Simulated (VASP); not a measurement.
# MgO (Fm-3m) in VASP: a series of runs

The runs below take MgO through vibrations by perturbation theory, with PBE.

All numbers are computed with VASP 6.6.1; they aren't measurements. Logs are shortened: lines on timing, memory, paths and dates and some standing lists are left out, and cuts for length are marked.

## (1) The cell of the first run

The structure is cubic, space group Fm-3m (No. 225). The conventional cell has a = 3.959 Å, b = 3.959 Å, c = 3.959 Å, α = 90.00°, β = 90.00°, γ = 90.00°. Within 2.6 Å of Mg (site symmetry m-3m) lie 6 O at 1.98 Å. Within 2.6 Å of O (site symmetry m-3m) lie 6 Mg at 1.98 Å.

## (2) Vibrations by perturbation theory, PBE

INCAR reads:

```
SYSTEM = MgO
  PREC = Accurate
  ENCUT = 520
  EDIFF = 1E-8
  ISMEAR = 0
  SIGMA = 0.01
  LREAL = .FALSE.
  LASPH = .TRUE.
  NELM = 100
  ALGO = Normal
  ISIF = 2
  LWAVE = .FALSE.
  LCHARG = .FALSE.
  GGA = PE
  NBANDS = 11
  IBRION = 8
  NSW = 1
  LEPSILON = .TRUE.
```

KPOINTS reads:

```
regular mesh
0
G
  10 10 10
  0 0 0
```

POSCAR reads:

```
MgO
1.0
    0.0000000000      1.9795704559      1.9795704559
    1.9795704559      0.0000000000      1.9795704559
    1.9795704559      1.9795704559      0.0000000000
Mg O
1 1
Direct
    0.0000000000      0.0000000000      0.0000000000
    0.5000000000      0.5000000000      0.5000000000
```

Potentials or basis: VASP PAW PBE potentials, release 64 (Mg, O).

Launch:

```sh
cat potpaw_PBE.64/Mg/POTCAR potpaw_PBE.64/O/POTCAR > POTCAR
mpirun -np 1 vasp_std > vasp.out
```

OUTCAR:

```text
SYSTEM = MgO
   PREC = Accurate
   ENCUT = 520
   EDIFF = 1E-8
   ISMEAR = 0
   LREAL = .FALSE.
   LASPH = .TRUE.
   NELM = 100
   ISIF = 2
   GGA = PE
   IBRION = 8
   NSW = 1
   LEPSILON = .TRUE.

 ion  position               nearest neighbor table
   1  0.000  0.000  0.000-   2 1.98   2 1.98   2 1.98   2 1.98   2 1.98   2 1.98
   2  0.500  0.500  0.500-   1 1.98   1 1.98   1 1.98   1 1.98   1 1.98   1 1.98

  LATTYP: Found a face centered cubic cell.
 ALAT       =     3.9591409118

  Lattice vectors:

 A1 = (   0.0000000000,   1.9795704559,   1.9795704559)
 A2 = (   1.9795704559,   0.0000000000,   1.9795704559)
 A3 = (   1.9795704559,   1.9795704559,   0.0000000000)

Analysis of symmetry for initial positions (statically):
=====================================================================
 Subroutine PRICEL returns:
 Original cell was already a primitive cell.

 Routine SETGRP: Setting up the symmetry group for a
 face centered cubic supercell.

 Subroutine GETGRP returns: Found 48 space group operations
 (whereof 48 operations were pure point group operations)
 out of a pool of 48 trial point group operations.

The static configuration has the point symmetry O_h .

Analysis of symmetry for dynamics (positions and initial velocities):
=====================================================================
 Subroutine PRICEL returns:
 Original cell was already a primitive cell.

 Routine SETGRP: Setting up the symmetry group for a
 face centered cubic supercell.

 Subroutine GETGRP returns: Found 48 space group operations
 (whereof 48 operations were pure point group operations)
 out of a pool of 48 trial point group operations.

The dynamic configuration has the point symmetry O_h .

 Subroutine INISYM returns: Found 48 space group operations
 (whereof 48 operations are pure point group operations),
 and found     1 'primitive' translations

----------------------------------------------------------------------------------------

                                     Primitive cell

  volume of cell :      15.5147

  direct lattice vectors                    reciprocal lattice vectors
     0.000000000  1.979570456  1.979570456    -0.252580048  0.252580048  0.252580048
     1.979570456  0.000000000  1.979570456     0.252580048 -0.252580048  0.252580048
     1.979570456  1.979570456  0.000000000     0.252580048  0.252580048 -0.252580048

  length of vectors
     2.799535386  2.799535386  2.799535386     0.437481475  0.437481475  0.437481475

  position of ions in fractional coordinates (direct lattice)
     0.000000000  0.000000000  0.000000000
     0.500000000  0.500000000  0.500000000

  ion indices of the primitive-cell ions
   primitive index   ion index
                 1           1
                 2           2

----------------------------------------------------------------------------------------

 KPOINTS: regular mesh

Automatic generation of k-mesh.
 Grid dimensions read from file:
 generate k-points for:   10   10   10
[... 487 lines left out ...]
 ------------------------------------------------------

 Free energy of the ion-electron system (eV)
  ---------------------------------------------------
  ---------------------------------------------------
  free energy    TOTEN  =        -0.09191678 eV

  energy without entropy =       -0.09191678

------------------------ aborting loop because EDIFF is reached ----------------------------------------

--------------------------------------- Ionic step        2  -------------------------------------------

------------------------ aborting loop because EDIFF is reached ----------------------------------------

--------------------------------------- Ionic step        3  -------------------------------------------

------------------------ aborting loop because EDIFF is reached ----------------------------------------

 PIEZOELECTRIC TENSOR FIELD DIRECTION 3  (e Angst)
 -----------------------------------------------------------------------------
    -0.00014  0.00000 -0.00000           ( -0.00001  0.00000 -0.00000)
     0.00000 -0.00014  0.00000           (  0.00000 -0.00001  0.00000)
    -0.00000 -0.00000 -0.00016           ( -0.00000  0.00000 -0.00001)

 PIEZOELECTRIC TENSOR FIELD DIRECTION 3  (C/m^2)
 -----------------------------------------------------------------------------
    -0.00014  0.00000 -0.00000
     0.00000 -0.00014  0.00000
    -0.00000 -0.00000 -0.00017

--------------------------------------- Ionic step        4  -------------------------------------------

------------------------ aborting loop because EDIFF is reached ----------------------------------------

[... ionic steps 5 to 6 ...]

--------------------------------------- Ionic step        7  -------------------------------------------

 Free energy of the ion-electron system (eV)
  ---------------------------------------------------
  ---------------------------------------------------
  free energy    TOTEN  =        -0.35977266 eV

  energy without entropy =       -0.35977266

------------------------ aborting loop because EDIFF is reached ----------------------------------------

 INTERNAL STRAIN TENSOR  FOR ION    2  DIRECTION 1   (eV/Angst):
 -----------------------------------------------------------------------------
    -0.00496 -0.00000 -0.00000
     0.00000  0.00691 -0.00000
    -0.00000 -0.00000  0.00691

 MACROSCOPIC STATIC DIELECTRIC TENSOR (including local field effects in DFT)
 ------------------------------------------------------
           2.953726     0.000000     0.000000
           0.000000     2.953726     0.000000
           0.000000    -0.000000     2.953726
 ------------------------------------------------------

 PIEZOELECTRIC TENSOR (including local field effects)  for field in x, y, z        (e  Angst)
          XX          YY          ZZ          XY          YZ          ZX
  --------------------------------------------------------------------------------
  x     0.00000     0.00000     0.00000     0.00000     0.00000     0.00000
  y     0.00000     0.00000     0.00000     0.00000     0.00000     0.00000
  z     0.00000     0.00000     0.00000     0.00000     0.00000     0.00000

 PIEZOELECTRIC TENSOR (including local field effects)  for field in x, y, z        (C/m^2)
          XX          YY          ZZ          XY          YZ          ZX
  --------------------------------------------------------------------------------
  x     0.00000     0.00000     0.00000     0.00000     0.00000     0.00000
  y     0.00000     0.00000     0.00000     0.00000     0.00000     0.00000
  z     0.00000     0.00000     0.00000     0.00000     0.00000     0.00000

 BORN EFFECTIVE CHARGES (including local field effects) (in |e|, cummulative output)
 ---------------------------------------------------------------------------------
 ion    1
    1     1.89662     0.00000    -0.00000
    2    -0.00000     1.89662     0.00000
    3    -0.00000    -0.00000     1.89662
 ion    2
    1    -1.89662    -0.00000     0.00000
    2     0.00000    -1.89662     0.00000
    3     0.00000     0.00000    -1.89662

 INTERNAL STRAIN TENSOR FOR ION    2 for displacements in x,y,z  (eV/Angst):
          X           Y           Z          XY          YZ          ZX
  --------------------------------------------------------------------------------
  x     0.00000     0.00000     0.00000     0.00000     0.00000     0.00000
  y     0.00000     0.00000     0.00000     0.00000     0.00000     0.00000
  z     0.00000     0.00000     0.00000     0.00000     0.00000     0.00000

 SECOND DERIVATIVES (NOT SYMMETRIZED)
 ------------------------------------
               1X          1Y          1Z          2X          2Y          2Z
  1X   -11.860884    0.000000    0.000000   11.860884    0.000000    0.000000
  1Y     0.000000  -11.860884    0.000000    0.000000   11.860884    0.000000
  1Z     0.000000    0.000000  -11.860884    0.000000    0.000000   11.860884
  2X    11.875767    0.000000    0.000000  -11.875767    0.000000    0.000000
  2Y     0.000000   11.875767    0.000000    0.000000  -11.875767    0.000000
  2Z     0.000000    0.000000   11.875767    0.000000    0.000000  -11.875767

 Eigenvectors and eigenvalues of the dynamical matrix
 ----------------------------------------------------

   1 f  =   17.339844 THz   108.949452 2PiTHz  578.394931 cm-1    71.711800 meV
             X         Y         Z           dx          dy          dz
      0.000000  0.000000  0.000000     0.059519    0.627001    0.000000
      1.979570  1.979570  1.979570    -0.073403   -0.773265    0.000000
[... 21 lines left out ...]
   6 f/i=    0.005319 THz     0.033420 2PiTHz    0.177419 cm-1     0.021997 meV
             X         Y         Z           dx          dy          dz
      0.000000  0.000000  0.000000     0.111790   -0.768655    0.000000
      1.979570  1.979570  1.979570     0.090644   -0.623263    0.000000

--------------------------------------------------------------------------------------------------------

 MACROSCOPIC STATIC DIELECTRIC TENSOR IONIC CONTRIBUTION
 ------------------------------------------------------
           3.535044    -0.000000    -0.000000
          -0.000000     3.535044    -0.000000
          -0.000000    -0.000000     3.535044
 ------------------------------------------------------

 ELASTIC MODULI CONTR FROM IONIC RELAXATION (kBar)
 Direction    XX          YY          ZZ          XY          YZ          ZX
 --------------------------------------------------------------------------------
 XX           0.0000      0.0000      0.0000      0.0000      0.0000      0.0000
 YY           0.0000      0.0000      0.0000      0.0000      0.0000      0.0000
 ZZ           0.0000      0.0000      0.0000      0.0000      0.0000      0.0000
 XY           0.0000      0.0000      0.0000      0.0000      0.0000      0.0000
 YZ           0.0000      0.0000      0.0000      0.0000      0.0000      0.0000
 ZX           0.0000      0.0000      0.0000      0.0000      0.0000      0.0000
 --------------------------------------------------------------------------------

 PIEZOELECTRIC TENSOR IONIC CONTR  for field in x, y, z        (C/m^2)
          XX          YY          ZZ          XY          YZ          ZX
  --------------------------------------------------------------------------------
  x     0.00000     0.00000     0.00000     0.00000     0.00000     0.00000
  y     0.00000     0.00000     0.00000     0.00000     0.00000     0.00000
  z     0.00000     0.00000     0.00000     0.00000     0.00000     0.00000
```

It took 3.8 min on 1 thread of Intel Xeon 6975P-C, shared host; peak memory 0.19 GiB.

Results:

- Electronic dielectric tensor (diagonal): 2.95
- Born charges (mean of the diagonal): Mg +1.90; O -1.90 e
- Highest phonon frequency at Γ, LO-TO splitting left out: 578 cm⁻¹

Phonon frequencies in cm⁻¹ (negative: imaginary):
| q point | frequencies |
| --- | --- |
| (0.000, 0.000, 0.000) | 0 0 0 578 578 578 |

Electronic dielectric tensor:
```
2.95 0.00 0.00
0.00 2.95 0.00
0.00 0.00 2.95
```

Born effective charge tensors (e):
atom 1, Mg
```
1.90 0.00 0.00
0.00 1.90 0.00
0.00 0.00 1.90
```
atom 2, O
```
-1.90  0.00  0.00
 0.00 -1.90  0.00
 0.00  0.00 -1.90
```

Caveat: the cell wasn't relaxed at this level first, which shifts response properties.

## (3) Vibrations by perturbation theory, PBE

This run uses another cell than the first one, of 9.56 Å³/atom, 1.232 times its volume.

INCAR reads:

```
PREC = Accurate
ENCUT = 520
EDIFF = 1E-8
ISMEAR = 0
SIGMA = 0.01
LREAL = F
LASPH = T
NELM = 100
ALGO = Normal
ISIF = 2
LWAVE = F
LCHARG = F
GGA = PE
IBRION = 8
NSW = 1
LEPSILON = T
```

KPOINTS reads:

```
Automatic mesh
0
Gamma
  10 10 10
```

POSCAR reads:

```
MgO
1.0
    0.0000000000      2.1222213983      2.1222213983
    2.1222213983      0.0000000000      2.1222213983
    2.1222213983      2.1222213983      0.0000000000
Mg O
1 1
Direct
    0.0000000000      0.0000000000      0.0000000000
    0.5000000000      0.5000000000      0.5000000000
```

Potentials or basis: VASP PAW PBE potentials, release 64 (Mg, O).

Launch:

```sh
cat potpaw_PBE.64/Mg/POTCAR potpaw_PBE.64/O/POTCAR > POTCAR
mpirun -np 1 vasp_std > vasp.out
```

OUTCAR:

```text
PREC = Accurate
   ENCUT = 520
   EDIFF = 1E-8
   ISMEAR = 0
   LREAL = F
   LASPH = T
   NELM = 100
   ISIF = 2
   GGA = PE
   IBRION = 8
   NSW = 1
   LEPSILON = T

 ion  position               nearest neighbor table
   1  0.000  0.000  0.000-   2 2.12   2 2.12   2 2.12   2 2.12   2 2.12   2 2.12
   2  0.500  0.500  0.500-   1 2.12   1 2.12   1 2.12   1 2.12   1 2.12   1 2.12

  LATTYP: Found a face centered cubic cell.
[... 594 lines left out ...]
      2.122221  2.122221  2.122221     0.000000    0.000000    0.777324
[... 21 lines left out ...]
   6 f/i=    0.013819 THz     0.086825 2PiTHz    0.460939 cm-1     0.057149 meV
             X         Y         Z           dx          dy          dz
      0.000000  0.000000  0.000000     0.753559   -0.190737    0.000000
      2.122221  2.122221  2.122221     0.609868   -0.154367    0.000000

--------------------------------------------------------------------------------------------------------

 MACROSCOPIC STATIC DIELECTRIC TENSOR IONIC CONTRIBUTION
 ------------------------------------------------------
           7.467740    -0.000000     0.000000
          -0.000000     7.467740    -0.000000
           0.000000    -0.000000     7.467740
 ------------------------------------------------------

 ELASTIC MODULI CONTR FROM IONIC RELAXATION (kBar)
 Direction    XX          YY          ZZ          XY          YZ          ZX
 --------------------------------------------------------------------------------
 XX           0.0000      0.0000      0.0000      0.0000      0.0000      0.0000
 YY           0.0000      0.0000      0.0000      0.0000      0.0000      0.0000
 ZZ           0.0000      0.0000      0.0000      0.0000      0.0000      0.0000
 XY           0.0000      0.0000      0.0000      0.0000      0.0000      0.0000
 YZ           0.0000      0.0000      0.0000      0.0000      0.0000      0.0000
 ZX           0.0000      0.0000      0.0000      0.0000      0.0000      0.0000
 --------------------------------------------------------------------------------

 PIEZOELECTRIC TENSOR IONIC CONTR  for field in x, y, z        (C/m^2)
          XX          YY          ZZ          XY          YZ          ZX
  --------------------------------------------------------------------------------
  x     0.00000     0.00000     0.00000     0.00000     0.00000     0.00000
  y     0.00000     0.00000     0.00000     0.00000     0.00000     0.00000
  z     0.00000     0.00000     0.00000     0.00000     0.00000     0.00000
```

OSZICAR:

```text
N       E                     dE             d eps       ncg     rms          rms(c)
DAV:   1     0.103602789426E+02    0.10360E+02   -0.48731E+03   912   0.890E+02
DAV:   2    -0.131802487409E+02   -0.23541E+02   -0.21442E+02   992   0.133E+02
[... 130 lines left out ...]
RMM:   6    -0.360111720309E+00    0.17702E-05   -0.95693E-08  2781   0.317E-03    0.918E-04
RMM:   7    -0.360101539922E+00    0.10180E-04   -0.20105E-08  2703   0.157E-03    0.132E-04
RMM:   8    -0.360101806199E+00   -0.26628E-06   -0.33583E-09  2613   0.179E-04    0.262E-05
RMM:   9    -0.360101987083E+00   -0.18088E-06   -0.32327E-09  2776   0.114E-04    0.485E-06
RMM:  10    -0.360101969309E+00    0.17774E-07   -0.32694E-09  2580   0.474E-05    0.134E-06
RMM:  11    -0.360101969994E+00   -0.68566E-09   -0.33131E-09  2407   0.434E-05    0.180E-07
 Linear response finished
```

stdout:

```text
POSCAR found type information on POSCAR MgO
 POSCAR found :  2 types and       2 ions
 scaLAPACK will be used
 LDA part: xc-table for (Slater+PW92), standard interpolation
 POSCAR, INCAR and KPOINTS ok, starting setup
 FFT: planning ... GRIDC
 FFT: planning ... GRID_SOFT
 FFT: planning ... GRID
 WAVECAR not read
 entering main loop
[... 23 lines left out ...]
  Direction:   3
 dielectric tensor                  component  3 :     0.037     0.236     3.162
 Linear response DOF=           2
 Linear response progress:
 first order change of Fermi-energy   0.49730E-04
 force on displaced ion       1 direction 1 :  -4.950   0.000   0.000
 Born effective charge ion    1 direction 1 :   1.978   0.000   0.000
 Linear response progress:
 first order change of Fermi-energy   0.12862E-02
 force on displaced ion       2 direction 1 :  -4.975   0.000   0.000
 Born effective charge ion    2 direction 1 :  -1.979   0.000   0.000
 Born effective charges drift removed
 Linear response finished
```

Wall time 1.8 min (1 thread of Intel Xeon 8259CL, shared host); peak memory 0.19 GiB.

Results:

```
Electronic dielectric tensor (diagonal)                 : 3.16
Born charges (mean of the diagonal)                     : Mg +1.98; O -1.98 e
Highest phonon frequency at Γ, LO-TO splitting left out : 374 cm⁻¹
```

Phonon frequencies in cm⁻¹ (negative: imaginary):
| q point | frequencies |
| --- | --- |
| (0.000, 0.000, 0.000) | 0 0 0 374 374 374 |

Electronic dielectric tensor:
```
3.16 0.00 0.00
0.00 3.16 0.00
0.00 0.00 3.16
```

Born effective charge tensors (e):
atom 1, Mg
```
1.98 0.00 0.00
0.00 1.98 0.00
0.00 0.00 1.98
```
atom 2, O
```
-1.98  0.00  0.00
 0.00 -1.98  0.00
 0.00  0.00 -1.98
```
